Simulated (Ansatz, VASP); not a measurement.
## Cd in VASP and in Ansatz

File INCAR:

```
SYSTEM = Cd
  PREC = Accurate
  ENCUT = 520
  EDIFF = 1E-6
  ISMEAR = -1
  SIGMA = 0.01
  LREAL = .False.
  LASPH = .True.
  NELM = 80
  ALGO = Normal
  ISIF = 2
  LWAVE = .False.
  LCHARG = .False.
  GGA = PE
  NBANDS = 19
```

Contents of KPOINTS:

```
regular mesh
0
Gamma
  12 12 6
  0 0 0
```

The input POSCAR:

```
Cd
1.0
    3.0007103730      0.0000000000      0.0000000000
   -1.5003551865      2.5986914124      0.0000000000
    0.0000000000      0.0000000000      5.9261569577
Cd
2
Direct
    0.3333333333      0.6666666667      0.2500000000
    0.6666666667      0.3333333333      0.7500000000
```

Input for Ansatz:

```yaml
crystal:
  lattice:
    - [3.000710373, 0.0, 0.0]
    - [-1.5003551865, 2.5986914124, 0.0]
    - [0.0, 0.0, 5.9261569577]
  atoms:
    - { symbol: Cd, position: [0.3333333333, 0.6666666667, 0.25] }
    - { symbol: Cd, position: [0.6666666667, 0.3333333333, 0.75] }
hamiltonian:
  xc: pbe
  pseudopotentials:
    kind: paw
    azcp:
      Cd: "pseudopotentials/Cd.paw.azcp"
basis:
  ecutwfc: 420
  fft_grid_basis: typed
kpoints:
  mp_grid: { grid: [12, 12, 6], shift: [0, 0, 0] }
magnetization:
  spin_polarized: false
scf:
  occupations: { method: fermi_dirac, width: 0.01 }
  lower_state_search: "off"
output:
  stress: true
```

Alike in both runs: task single point; functional PBE; k mesh 12 × 12 × 6; occupations fermi-dirac, width 0.01 eV; no spin polarisation.

|  | VASP | Ansatz |
| --- | --- | --- |
| version | VASP 6.6.1 | Ansatz 0.2.0 |
| potentials or method | VASP PAW PBE potentials, release 64 (Cd), cutoff 520 eV | plane waves (420 eV) with PAW, scalar-relativistic |
| valence electrons in the cell | 24 | 40 |

Ansatz gave:

- pressure (GPa): -0.1
- traceless stress, the component that is largest in VASP (GPa): 0.02

Estimate VASP's values.

pressure (GPa): 0.2; traceless stress, the component that is largest in VASP (GPa): -0.12.

With one functional, cell and mesh, what is left measures potentials, basis and numerics. VASP's potentials hold 24 valence electrons a cell and Ansatz's 40, so a difference there can come from the potentials and not from the codes.
